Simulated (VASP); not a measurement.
**TiH4: relaxation of cell and atoms with PBE**

TiH4:

```
Ti H
1.0
     3.71395    0.00000    0.00000
    -1.85698    3.21638    0.00000
     0.00000    0.00000    4.38058
Ti H
1 4
Direct
  0.00000 0.00000 0.50000
  0.00000 0.00000 0.89583
  0.00000 0.00000 0.10417
  0.33333 0.66667 0.00000
  0.66667 0.33333 0.00000
```

The cell was generated, and may not be a known phase.

```json
{
  "Program": "VASP 6.6.1",
  "Task": "relaxation of cell and atoms",
  "Functional": "PBE",
  "Potentials or basis": "VASP PAW PBE potentials, release 64 (Ti_sv, H)",
  "Cutoff": "600 eV",
  "k mesh": "6 × 6 × 4",
  "Occupations": "gaussian, width 0.1 eV",
  "Spin": "no spin polarisation",
  "Dipole correction": "no",
  "Further INCAR settings": "ALGO = Normal; EDIFF = 1e-06; IBRION = 2; EDIFFG = -0.04; NSW = 90; ISIF = 3"
}
```

```json
{"Relaxed volume": "6.59 Å³/atom", "Relaxed cell": "a = 2.963 Å, b = 2.963 Å, c = 4.331 Å, α = 90.00°, β = 90.00°, γ = 120.00°", "Space group after relaxing (to 0.1 Å)": "P6/mmm (No. 191)", "Energy gained by relaxing": "225.8 meV/atom", "Ionic steps": "18", "Pressure after relaxing": "0.1 GPa", "Largest force after relaxing": "0.033 eV/Å", "Band gap on the k mesh": "zero (bands 8 and 9 overlap by 1.55 eV)"}
```

Forces in eV/Å, atoms in the order of the input:
```
Ti   0.000  0.000  0.000
H    0.000  0.000  0.033
H    0.000  0.000 -0.033
H    0.000  0.000  0.000
H    0.000  0.000  0.000
```

Stress tensor (GPa, compression positive):
```
0.15 0.00 0.00
0.00 0.15 0.00
0.00 0.00 0.08
```

Step by step:
```tsv
step	energy change (eV)	largest force (eV/Å)	pressure (GPa)	volume (Å³)
1	0.0000	1.6825	-10.29	52.33
2	-0.4334	1.1761	-8.71	47.40
3	-0.4373	1.6834	-8.33	47.02
4	-0.7412	1.3342	-6.45	42.27
5	-0.9963	0.9396	-1.15	36.38
6	-0.5421	0.6356	30.20	26.18
7	-1.0257	0.8955	1.89	34.42
8	-1.0276	0.8613	2.99	33.83
9	-1.0466	1.1046	-0.61	34.58
10	-1.0603	0.4469	0.66	34.26
11	-1.0917	0.1365	-0.96	34.63
12	-1.1021	0.1333	-2.24	34.94
13	-1.1024	0.1861	-2.48	35.00
14	-1.1140	0.0120	-2.42	34.58
15	-1.1226	0.1827	-2.05	33.94
16	-1.1283	0.1442	-0.25	33.13
17	-1.1284	0.1004	-0.51	33.23
18	-1.1291	0.0332	0.13	32.93
```

Final structure:
```
Ti H
1.0
     2.96313    0.00000    0.00000
    -1.48157    2.56615    0.00000
     0.00000    0.00000    4.33086
Ti H
1 4
Cartesian
  0.0000 0.0000 2.1654
  0.0000 0.0000 3.9087
  0.0000 0.0000 0.4222
  0.0000 1.7108 0.0000
  1.4816 0.8554 0.0000
```

Levels at points of the mesh, in eV from the Fermi level:
```
           k point  band 6  band 7  band 8  band 9  band 10  band 11
(0.00, 0.00, 0.00)   -3.23   -0.25    0.81    0.81     1.62     2.18
(0.50, 0.00, 0.00)   -5.39   -1.96   -0.69    1.72     1.98     3.12
(0.00, 0.00, 0.50)   -4.57   -1.43    0.84    0.84     1.58     2.06
(0.50, 0.00, 0.50)   -5.71   -1.75   -0.78    1.34     1.45     1.51
```

Wall time 7.4 min on 1 thread of Intel Xeon 8259CL (shared host), peak memory 0.2 GiB.

Caveat: the volume moved by over 15 % at a fixed basis, so the end points are rough.
